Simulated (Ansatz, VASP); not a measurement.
**One calculation of Fe2Pt, two programs**

```xyz
3
Lattice="2.5822 0.0000 0.0000 -1.2911 2.2363 0.0000 0.0000 0.0000 6.1920" Properties=species:S:1:pos:R:3 pbc="T T T"
Pt    0.0000    0.0000    0.0000
Fe    1.2911    0.7454    2.2010
Fe    0.0000    1.4908    3.9910
```

Alike in both runs: task single point; functional PBE; k mesh 12 × 12 × 5; occupations fermi-dirac, width 0.05 eV; collinear spin.

|  | VASP | Ansatz |
| --- | --- | --- |
| version | VASP 6.6.1 | Ansatz 0.2.0 |
| potentials or method | VASP PAW PBE potentials, release 64 (Pt, Fe) | Ansatz PAW |
| plane-wave cutoff (eV) | 520 | 420 |
| valence electrons in the cell | 26 | 50 |

|  | VASP | Ansatz | Ansatz less VASP |
| --- | --- | --- | --- |
| gap on the k mesh at the Fermi level (eV) | none | none | - |
| pressure (GPa) | 22.0 | 15.6 | -6.33 |
| traceless stress, the component that is largest in VASP (GPa) | -9.60 | -3.93 | +5.675 |
| rms of the force components (eV/Å) | 0.093 | 0.104 | +0.0117 |
| net moment per atom (μB) | 1.24 | 0.81 | -0.432 |
| size of the moment on the site where the two differ most (μB) | 1.78 | 1.18 | -0.603 |

The net moments are unlike, so the other rows may belong to different states. Site moments also hang on the region over which each program counts them. Atom by atom the forces differ by 0.012 eV/Å (rms over components). A gap of «none» marks a metal or a gap that the smearing closes. VASP's potentials hold 26 valence electrons a cell and Ansatz's 50, so a difference there can come from the potentials and not from the codes.

Neither program's run includes spin-orbit coupling.
